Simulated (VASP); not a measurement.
Crystal: B3C.

```xyz
8
Lattice="-2.8539 -0.0200 0.0189 0.0189 0.0368 -2.9109 -0.0401 -5.9627 0.0736" Properties=species:S:1:pos:R:3 pbc="T T T"
B    -2.6249   -4.3683   -1.3260
B    -2.8547   -1.5903   -1.3044
B    -1.4670   -6.1614   -1.4951
B    -1.3168   -3.0689   -1.2384
B    -1.3957   -4.3315    0.0519
B    -1.5772   -1.5383   -0.1898
C    -3.0350   -2.8894   -0.2384
C    -0.1210    0.0705    0.3070
```

```yaml
Program: VASP 6.6.1
Task: relaxation of cell and atoms
Functional: PBE
Potentials_or_basis: VASP PAW PBE potentials, release 64 (B, C)
Cutoff: 600 eV
k_mesh: 8 × 8 × 4
Occupations: gaussian, width 0.2 eV
Spin: no spin polarisation
```

At the start: pressure 8.4 GPa; volume 6.19 Å³/atom.

Question: Where does the relaxation end?

Answer: Over 60 steps the energy falls by 1266.9 meV/atom and the volume is 8.11 Å³/atom (+31.1 %); space group P1 (No. 1, to 0.1 Å) before and after.

Step by step:
| step | energy change (eV) | largest force (eV/Å) | pressure (GPa) | volume (Å³) |
| --- | --- | --- | --- | --- |
| 1 | 0.0000 | 4.1662 | 8.37 | 49.52 |
| 3 | -3.2954 | 3.7552 | -5.92 | 53.89 |
| 5 | -5.0548 | 3.7629 | 8.65 | 54.07 |
| 7 | -5.8430 | 3.6773 | 8.08 | 56.35 |
| 9 | -6.6105 | 2.7869 | -2.60 | 60.02 |
| 11 | -7.4405 | 2.9612 | -3.92 | 61.75 |
| 13 | -8.0008 | 1.8268 | 1.16 | 61.50 |
| 15 | -8.4505 | 1.9563 | 2.72 | 61.69 |
| 17 | -8.8869 | 1.9895 | 0.56 | 62.81 |
| 19 | -9.2224 | 1.7233 | -1.51 | 63.80 |
| 21 | -9.4233 | 1.8015 | -0.17 | 63.67 |
| 23 | -9.7230 | 1.8285 | 2.54 | 63.28 |
| 25 | -9.8709 | 0.8674 | -0.66 | 63.98 |
| 27 | -9.9753 | 1.0643 | -0.16 | 64.00 |
| 29 | -10.0312 | 0.4117 | 0.40 | 63.96 |
| 31 | -10.0581 | 0.4341 | 0.61 | 64.15 |
| 33 | -10.0832 | 0.4103 | -0.20 | 64.62 |
| 35 | -10.0968 | 0.3730 | 0.13 | 64.81 |
| 37 | -10.1143 | 0.2503 | -0.45 | 65.12 |
| 39 | -10.1194 | 0.2637 | 0.10 | 65.04 |
| 41 | -10.1246 | 0.1599 | 0.36 | 65.01 |
| 43 | -10.1283 | 0.1230 | -0.34 | 65.17 |
| 45 | -10.1303 | 0.0986 | 0.00 | 65.10 |
| 47 | -10.1317 | 0.1497 | 0.03 | 65.05 |
| 49 | -10.1333 | 0.0854 | -0.03 | 65.01 |
| 51 | -10.1342 | 0.0836 | -0.04 | 64.97 |
| 53 | -10.1347 | 0.0717 | -0.04 | 64.92 |
| 55 | -10.1350 | 0.0591 | 0.00 | 64.89 |
| 57 | -10.1353 | 0.0490 | 0.07 | 64.86 |
| 59 | -10.1354 | 0.0305 | 0.10 | 64.87 |
| 60 | -10.1356 | 0.0244 | -0.01 | 64.91 |

Final structure:
```
CELL_PARAMETERS angstrom
-3.40959 -0.09451 0.47493
0.54528 -0.04855 -3.28525
-0.19368 -5.93948 -0.06395
ATOMIC_POSITIONS crystal
B 0.69674 0.39782 0.87565
B 0.06015 0.32571 0.27283
B 0.40172 0.66766 0.06348
B 0.42718 0.52089 0.64097
B 0.39312 0.01659 0.67582
B 0.56653 0.19510 0.18083
C 0.30612 0.22782 0.44711
C 0.14843 0.64841 0.84330
```

Caveat: the volume moved by over 15 % at a fixed basis, so the end points are rough.
